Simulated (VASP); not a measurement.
# Sn4O9 (a cell with a defect) in VASP: notebook

The runs below take Sn4O9 (a cell with a defect) through single point, with PBE.

All numbers are computed with VASP 6.6.1; they aren't measurements. Logs are shortened: lines on timing, memory, paths and dates and some standing lists are left out, and cuts for length are marked.

**1. The cell of the first run**

The cell holds a defect, 13 atoms: a = 5.812 Å, b = 5.812 Å, c = 5.814 Å, α = 108.08°, β = 108.08°, γ = 112.28°.

**2. Single point, PBE**

The input, INCAR:

```
ALGO = Normal
EDIFF = 1E-7
ENCUT = 520
GGA = PE
ISIF = 2
ISMEAR = 0
LASPH = T
LCHARG = F
LREAL = F
LWAVE = F
NBANDS = 67
NELM = 100
PREC = Accurate
SIGMA = 0.02
```

The input, KPOINTS:

```
k-points
0
Gamma
  3 3 3
```

The input, POSCAR:

```
Sn4O9
1.0
   -4.8265176369      0.0000000000      3.2381666580
    4.8265176369      0.0000000000      3.2381666580
    0.0000000000      4.8283676022     -3.2381666580
Sn O
4 9
Direct
    0.2511401163      0.7534252383      0.4976062715
    0.7484990839      0.2463583725      0.5018930205
   -0.0001506897     -0.0100319340     -0.0100597146
    0.4996992102      0.4988362692     -0.0013522168
   -0.0871815962      0.3255787312      0.1903749001
    0.4998476948      0.8051002829      0.3050318703
    0.9406915394      0.7491942592      0.1836334913
    0.4399826106      0.2462632315      0.1926470966
    0.5596617896      0.7529183092      0.8061892384
    0.0587249997      0.2430106621      0.8084699264
    0.9998091454      0.6838378562      0.6837515848
    0.4996981689      0.1927723247      0.6925257717
    0.0872094810      0.2770430357      0.4125709068
```

Potentials or basis: VASP PAW PBE potentials, release 64 (Sn_d, O).

Run with:

```console
$ cat potpaw_PBE.64/Sn_d/POTCAR potpaw_PBE.64/O/POTCAR > POTCAR
$ mpirun -np 1 vasp_std > vasp.out
```

OUTCAR:

```text
EDIFF = 1E-7
   ENCUT = 520
   GGA = PE
   ISIF = 2
   ISMEAR = 0
   LASPH = T
   LREAL = F
   NELM = 100
   PREC = Accurate

 ion  position               nearest neighbor table
   1  0.251  0.753  0.498-  11 2.07  12 2.07   6 2.08   9 2.11   7 2.12   5 2.14  13 2.38   2 3.19
                             2 3.28   3 3.73   3 3.75
   2  0.748  0.246  0.502-  11 2.07  12 2.07   6 2.08   8 2.11  10 2.12  13 2.15   5 2.38   1 3.19
                             1 3.28   3 3.73   3 3.76
   3  1.000  0.990  0.990-   7 2.05  10 2.05   8 2.07   9 2.07  11 2.09  13 2.26   5 2.26   4 3.24
                             4 3.24   1 3.73   2 3.73   1 3.75   2 3.76
   4  0.500  0.499  0.999-   7 2.08  10 2.08  12 2.09   6 2.09   9 2.11   8 2.11   3 3.24   3 3.24

   5  0.913  0.326  0.190-  13 1.55   1 2.14   3 2.26   2 2.38
   6  0.500  0.805  0.305-   2 2.08   1 2.08   4 2.09
   7  0.941  0.749  0.184-   3 2.05   4 2.08   1 2.12
   8  0.440  0.246  0.193-   3 2.07   4 2.11   2 2.11
   9  0.560  0.753  0.806-   3 2.07   4 2.11   1 2.11
  10  0.059  0.243  0.808-   3 2.05   4 2.08   2 2.12
  11  1.000  0.684  0.684-   2 2.07   1 2.07   3 2.09
  12  0.500  0.193  0.693-   1 2.07   2 2.07   4 2.09
  13  0.087  0.277  0.413-   5 1.55   2 2.15   3 2.26   1 2.38

  LATTYP: Found a face centered orthorhombic cell.
 ALAT       =     6.4763333160
 B/A-ratio  =     1.4905093365
 C/A-ratio  =     1.4910806367

  Lattice vectors:

 A1 = (   4.8265176369,   4.8283676022,   0.0000000000)
 A2 = (   0.0000000000,   4.8283676022,   3.2381666580)
 A3 = (   4.8265176369,   0.0000000000,   3.2381666580)

Analysis of symmetry for initial positions (statically):
=====================================================================
 Subroutine PRICEL returns:
 Original cell was already a primitive cell.

 Routine SETGRP: Setting up the symmetry group for a
 face centered orthorhombic supercell.

 Subroutine GETGRP returns: Found  1 space group operations
 (whereof  1 operations were pure point group operations)
 out of a pool of  8 trial point group operations.

The static configuration has the point symmetry C_1 .

Analysis of symmetry for dynamics (positions and initial velocities):
=====================================================================
 Subroutine PRICEL returns:
 Original cell was already a primitive cell.

 Routine SETGRP: Setting up the symmetry group for a
 face centered orthorhombic supercell.

 Subroutine GETGRP returns: Found  1 space group operations
 (whereof  1 operations were pure point group operations)
 out of a pool of  8 trial point group operations.

The dynamic configuration has the point symmetry C_1 .

 Subroutine INISYM returns: Found  1 space group operations
 (whereof  1 operations are pure point group operations),
 and found     1 'primitive' translations

----------------------------------------------------------------------------------------

                                     Primitive cell

  volume of cell :     150.9258

  direct lattice vectors                    reciprocal lattice vectors
    -4.826517637  0.000000000  3.238166658    -0.103594359  0.103554667  0.154408359
     4.826517637  0.000000000  3.238166658     0.103594359  0.103554667  0.154408359
     0.000000000  4.828367602 -3.238166658     0.000000000  0.207109334  0.000000000

  length of vectors
     5.812142101  5.812142101  5.813678440     0.212831627  0.212831627  0.207109334

  position of ions in fractional coordinates (direct lattice)
     0.251140116  0.753425238  0.497606271
     0.748499084  0.246358372  0.501893020
     0.999849310  0.989968066  0.989940285
     0.499699210  0.498836269  0.998647783
     0.912818404  0.325578731  0.190374900
     0.499847695  0.805100283  0.305031870
     0.940691539  0.749194259  0.183633491
     0.439982611  0.246263232  0.192647097
     0.559661790  0.752918309  0.806189238
     0.058725000  0.243010662  0.808469926
     0.999809145  0.683837856  0.683751585
     0.499698169  0.192772325  0.692525772
     0.087209481  0.277043036  0.412570907
[... 28 lines left out ...]
    -0.034531453  0.034518222  0.051469453     0.333333333  0.000000000 -0.000000000
     0.034531453  0.034518222  0.051469453     0.000000000  0.333333333 -0.000000000
     0.000000000  0.069036445  0.000000000     0.000000000  0.000000000  0.333333333

  Length of vectors
     0.070943876  0.070943876  0.069036445

  Shift w.r.t. Gamma in fractional coordinates (k-lattice)
     0.000000000  0.000000000  0.000000000

 Subroutine IBZKPT returns following result:
 ===========================================

 Found     14 irreducible k-points:

 Following reciprocal coordinates:
            Coordinates               Weight
  0.000000  0.000000  0.000000      1.000000
  0.333333  0.000000 -0.000000      2.000000
  0.000000  0.333333 -0.333333      2.000000
 -0.000000 -0.333333  0.000000      2.000000
 -0.333333 -0.000000  0.333333      2.000000
  0.333333  0.333333 -0.000000      2.000000
  0.333333  0.333333  0.333333      2.000000
 -0.333333  0.333333  0.000000      2.000000
  0.000000  0.000000  0.333333      2.000000
  0.333333  0.000000  0.333333      2.000000
  0.000000  0.333333  0.333333      2.000000
 -0.333333  0.333333  0.333333      2.000000
 -0.333333  0.333333 -0.333333      2.000000
 -0.333333 -0.333333  0.333333      2.000000
   k-points           NKPTS =     14   k-points in BZ     NKDIM =     14   number of bands    NBANDS=     67
   number of dos      NEDOS =    301   number of ions     NIONS =     13
   total plane-waves  NPLWV = 110592
   dimension x,y,z NGX =    48 NGY =   48 NGZ =   48
   dimension x,y,z NGXF=    96 NGYF=   96 NGZF=   96
   ions per type =               4   9
   NGX,Y,Z   is equivalent  to a cutoff of  13.73, 13.73, 13.73 a.u.
   NGXF,Y,Z  is equivalent  to a cutoff of  27.46, 27.46, 27.45 a.u.
 SYSTEM =  unknown system
   PREC   = accura    normal or accurate (medium, high low for compatibility)
   ISTART =      0    job   : 0-new  1-cont  2-samecut
   ICHARG =      2    charge: 1-file 2-atom 10-const
   ISPIN  =      1    spin polarized calculation?
   LNONCOLLINEAR =      F non collinear calculations
   LSORBIT =      F    spin-orbit coupling
   LASPH  =      T    aspherical Exc in radial PAW
   ENCUT  =  520.0 eV  38.22 Ry    6.18 a.u.  10.81 10.81 10.81*2*pi/ulx,y,z
   NELM   =    100;   NELMIN=  2; NELMDL= -5     # of ELM steps
   EDIFF  = 0.1E-06   stopping-criterion for ELM
   LREAL  =      F    real-space projection
   EDIFFG = 0.1E-05   stopping-criterion for IOM
   NSW    =      0    number of steps for IOM
   IBRION =     -1    ionic relax: 0-MD 1-quasi-New 2-CG
   NFREE  =      0    steps in history (QN), initial steepest desc. (CG)
   ISIF   =      2    stress and relaxation
   ISYM   =      2    0-nonsym 1-usesym 2-fastsym
   POTIM  = 0.5000    time-step for ionic-motion
   TEBEG  =    0.0;   TEEND  =   0.0 temperature during run
   PSTRESS=    0.0 pullay stress
   NELECT =     110.0000    total number of electrons
   NUPDOWN=      -1.0000    fix difference up-down
   EMIN   =  10.00;   EMAX   =-10.00  energy-range for DOS
   EFERMI =   0.00;   METHOD = LEGACY
   ISMEAR =     0;   SIGMA  =   0.02  broadening in eV -4-tet -1-fermi 0-gaus
   EFERMI_NEDOS =   21; number of points for ismear=-14 and -15
   IALGO  =     38    algorithm
   IMIX   =      4    mixing-type and parameters
     AMIX     =   0.40;   BMIX     =  1.00
     AMIX_MAG =   1.60;   BMIX_MAG =  1.00
  volume/ion in A,a.u.               =      11.61        78.35
  Fermi-wavevector in a.u.,A,eV,Ry     =   1.473278  2.784091 29.532083  2.170547
  Thomas-Fermi vector in A             =   2.588190
   LORBIT       =      0    0 simple, 1 ext, 2 COOP (PROOUT), +10 PAW based schemes
   GGA     = PE    functional components
   LHFCALC =     F    Hartree Fock is set to
   AEXX    =    0.0000 exact exchange contribution
   IVDW    =     0    specifies the selected vdW correction
   LEPSILON=     F    determine dielectric tensor
   LRPA    =     F    only Hartree local field effects (RPA)
 non-spin polarized calculation
 Gauss-broadening in eV      SIGMA  =   0.02
  energy-cutoff  :      520.00
  volume of cell :      150.93
 maximum number of plane-waves:      4076
 NGX is ok and might be reduce to    48
   NGX = 21   NGY = 21   NGZ = 21

 number of electron     109.9999993 magnetization

 Free energy of the ion-electron system (eV)
  ---------------------------------------------------
  ext. energy  EPLUGINS =         0.00000000
  ---------------------------------------------------
  free energy    TOTEN  =       -76.46868215 eV

  energy without entropy =      -76.46868215  energy(sigma->0) =      -76.46868215

 E-fermi :   6.5614     XC(G=0): -11.3172

 val. band max:        6.4345984765   @ k =  -0.3333   0.3333   0.3333
 cond. band min:       6.7718815555   @ k =   0.0000   0.0000   0.0000
 fundamental gap:      0.3372830790
 Fermi energy:         6.5614250471

 k-point     1 :       0.0000    0.0000    0.0000
  band No.  band energies     occupation
      1     -15.6685      2.00000
      2     -15.1046      2.00000
      3     -14.8199      2.00000
      4     -14.6315      2.00000
      5     -14.4830      2.00000
      6     -14.4698      2.00000
[... 969 lines left out ...]
     66      16.2059      0.00000
     67      16.3837      0.00000

------------------------ aborting loop because EDIFF is reached ----------------------------------------

  FORCE on cell =-STRESS in cart. coord.  units (eV):
  Direction    XX          YY          ZZ          XY          YZ          ZX
  --------------------------------------------------------------------------------------
  -------------------------------------------------------------------------------------
  Total        6.5039158      6.4702217      7.6361513      2.2192688     -1.8824345      1.8967125
  in kB       69.0433847     68.6856995     81.0628165     23.5590123    -19.9832918     20.1348632
  external PRESSURE =      72.9306336 kB  Pullay stress =       0.0000000 kB

 VOLUME and BASIS-vectors are now :
 -----------------------------------------------------------------------------
  energy-cutoff  :      520.00
  volume of cell :      150.93
      direct lattice vectors                 reciprocal lattice vectors
    -4.826517637  0.000000000  3.238166658    -0.103594359  0.103554667  0.154408359
     4.826517637  0.000000000  3.238166658     0.103594359  0.103554667  0.154408359
     0.000000000  4.828367602 -3.238166658     0.000000000  0.207109334  0.000000000

 POSITION                                       TOTAL-FORCE (eV/Angst)
 -----------------------------------------------------------------------------------
      2.42429      2.40263      1.64162         0.072076      0.015807      0.061492
     -2.42359      2.42332      1.59630         0.014243      0.070276     -0.058989
     -0.04769      4.77980      3.23777        -0.003985     -0.003749     -0.000119
     -0.00416      4.82184     -0.00036         0.016205      0.017201     -0.000026
     -2.83432      0.91920      3.39367         0.060846     -0.095952      0.623701
      1.47331      1.47281      3.23789        -0.012782     -0.012491      0.000279
     -0.92427      0.88665      4.87750        -0.021464     -0.084924     -0.022650
     -0.93499      0.93017      1.59836        -0.065499      0.094145      0.021040
      0.93276      3.89258      1.63978         0.093363     -0.066499     -0.022094
      0.88946      3.90359     -1.64089        -0.084682     -0.020833      0.022071
     -1.52504      3.30140      3.23783         0.001306      0.000786      0.000015
     -1.48138      3.34377     -0.00018         0.025253      0.025693      0.000346
      0.91623      1.99204     -0.15646        -0.094881      0.060539     -0.625065
 -----------------------------------------------------------------------------------
    total drift:                                0.000112      0.000380      0.000034

  FREE ENERGIE OF THE ION-ELECTRON SYSTEM (eV)
  ---------------------------------------------------
  free  energy   TOTEN  =       -76.4686821480 eV

  energy  without entropy=      -76.4686821480  energy(sigma->0) =      -76.46868215
```

It used 480 s of CPU time on 1 thread of AMD EPYC 7R13 Processor (Zen 3), on a shared host.

What came out:

| Quantity | Value |
| --- | --- |
| Free energy | -76.4687 eV |
| Pressure | 7.3 GPa |
| Largest force | 0.635 eV/Å |
| Band gap on the k mesh | 0.34 eV |

Forces in eV/Å, atoms in the order of the input:
```
Sn   0.072  0.016  0.061
Sn   0.014  0.070 -0.059
Sn  -0.004 -0.004  0.000
Sn   0.016  0.017  0.000
O    0.061 -0.096  0.624
O   -0.013 -0.012  0.000
O   -0.021 -0.085 -0.023
O   -0.065  0.094  0.021
O    0.093 -0.066 -0.022
O   -0.085 -0.021  0.022
O    0.001  0.001  0.000
O    0.025  0.026  0.000
O   -0.095  0.061 -0.625
```

Caveat: the k points lie up to 0.45 Å⁻¹ apart; spin-orbit coupling is left out, which moves the levels of the heavy elements.

**3. Single point, PBE**

The input, INCAR:

```
PREC = Accurate
ENCUT = 520
EDIFF = 1E-6
ISMEAR = 0
SIGMA = 0.02
LREAL = False
LASPH = True
NELM = 60
ALGO = Normal
ISIF = 2
LWAVE = False
LCHARG = True
GGA = PE
LELF = True
LVHAR = True
NBANDS = 67
```

The input, KPOINTS:

```
Automatic mesh
0
Gamma
  3 3 3
```

The input, POSCAR:

```
Sn4O9
1.0
   -4.8265176369      0.0000000000      3.2381666580
    4.8265176369      0.0000000000      3.2381666580
    0.0000000000      4.8283676022     -3.2381666580
Sn O
4 9
Direct
    0.2532508484      0.7605130578      0.5006068715
    0.7463014791      0.2471420061      0.5068783493
   -0.0002201051     -0.0112249338     -0.0112149705
    0.4996790315      0.5017944283      0.0016947757
   -0.0578091403      0.3448668978      0.1956829052
    0.4997900397      0.8065424669      0.3065207793
    0.9387318878      0.7437830508      0.1767916344
    0.4432100436      0.2475352173      0.1956524602
    0.5563214419      0.7524815042      0.8041958111
    0.0606492333      0.2380000822      0.8049848976
    0.9997428810      0.6836275957      0.6835732637
    0.4997031132      0.1955241771      0.6953631696
    0.0576085547      0.2530492577      0.4025517856
```

Potentials or basis: VASP PAW PBE potentials, release 64 (Sn_d, O).

Run with:

```console
$ cat potpaw_PBE.64/Sn_d/POTCAR potpaw_PBE.64/O/POTCAR > POTCAR
$ mpirun -np 1 vasp_std > vasp.out
```

It used 510 s of CPU time on 1 thread of AMD EPYC 7R13 Processor (Zen 3), on a shared host.

The run converged. Its results:

- Free energy: -76.6560 eV
- Pressure: 8.7 GPa
- Largest force: 0.455 eV/Å
- Band gap on the k mesh: 0.62 eV

Forces in eV/Å, atoms in the order of the input:
```
Sn   0.071  0.069  0.074
Sn   0.069  0.071 -0.074
Sn  -0.005 -0.006  0.000
Sn   0.040  0.041  0.000
O   -0.035 -0.059  0.450
O    0.003  0.004  0.000
O   -0.070 -0.086 -0.016
O   -0.046  0.060  0.022
O    0.058 -0.047 -0.023
O   -0.087 -0.070  0.016
O   -0.005 -0.006  0.000
O    0.061  0.062  0.000
O   -0.055 -0.034 -0.450
```

Stress tensor (GPa, compression positive):
```
 7.58  2.91  2.85
 2.91  7.56 -2.84
 2.85 -2.84 10.86
```

Levels at points of the mesh, in eV from the valence-band top:
| k point | band 53 | band 54 | band 55 | band 56 | band 57 | band 58 |
| --- | --- | --- | --- | --- | --- | --- |
| (0.00, 0.00, 0.00) | -0.89 | -0.68 | -0.48 | 0.62 | 4.08 | 4.13 |

Caveat: the k points lie up to 0.45 Å⁻¹ apart; spin-orbit coupling is left out, which moves the levels of the heavy elements.

**4. Single point, PBE**

The input, INCAR:

```
  PREC = Accurate
  ENCUT = 520
  EDIFF = 1E-6
  ISMEAR = 0
  SIGMA = 0.02
  LREAL = False
  LASPH = True
  NELM = 80
  ALGO = Normal
  ISIF = 2
  LWAVE = False
  LCHARG = False
  GGA = PE
  NBANDS = 67
```

The input, KPOINTS:

```
regular mesh
0
Gamma
  3 3 3
```

The input, POSCAR:

```
Sn4O9
1.0
   -4.8265176369      0.0000000000      3.2381666580
    4.8265176369      0.0000000000      3.2381666580
    0.0000000000      4.8283676022     -3.2381666580
Sn O
4 9
Direct
    0.2557943786      0.7691933106      0.5062580568
    0.7435992494      0.2501509334      0.5131523124
   -0.0001956467     -0.0124032059     -0.0123354320
    0.4998504334      0.5076459089      0.0075857936
   -0.0302289449      0.3568366665      0.2011901496
    0.4995102403      0.8103757779      0.3100971432
    0.9384561583      0.7354395999      0.1681872771
    0.4459912856      0.2497178912      0.1981100195
    0.5536069712      0.7517425778      0.8032259181
    0.0610001218      0.2296780509      0.7970273428
    0.9998154389      0.6831995856      0.6833475145
    0.4996411270      0.2007989579      0.7007763863
    0.0294462020      0.2305862523      0.3866590438
```

Run with:

```console
$ cat potpaw_PBE.64/Sn_d/POTCAR potpaw_PBE.64/O/POTCAR > POTCAR
$ mpirun -np 1 vasp_std > vasp.out
```

Wall time 6.1 min (1 thread of AMD EPYC 7R13 (Zen 3), shared host); peak memory 0.31 GiB.

Results (log left out):

- Free energy: -76.7254 eV
- Pressure: 10.0 GPa
- Largest force: 0.192 eV/Å
- Band gap on the k mesh: 0.69 eV

Forces on the atoms (eV/Å):
```
Sn   0.005  0.014  0.016
Sn   0.014  0.010 -0.012
Sn   0.004  0.001  0.008
Sn   0.006 -0.005 -0.013
O    0.108 -0.138  0.078
O   -0.019 -0.013 -0.003
O   -0.027  0.021 -0.008
O   -0.010  0.009  0.001
O    0.011 -0.011 -0.005
O    0.016 -0.026  0.009
O    0.008  0.006  0.004
O    0.022  0.023 -0.003
O   -0.138  0.110 -0.074
```

Stress tensor (GPa, compression positive):
```
 8.46  3.59  3.15
 3.59  8.42 -3.15
 3.15 -3.15 13.00
```

Levels at points of the mesh, in eV from the valence-band top:
| k point | band 53 | band 54 | band 55 | band 56 | band 57 | band 58 |
| --- | --- | --- | --- | --- | --- | --- |
| (0.00, 0.00, 0.00) | -0.86 | -0.54 | -0.52 | 0.69 | 4.08 | 4.20 |

Caveat: the k points lie up to 0.45 Å⁻¹ apart; spin-orbit coupling is left out, which moves the levels of the heavy elements.
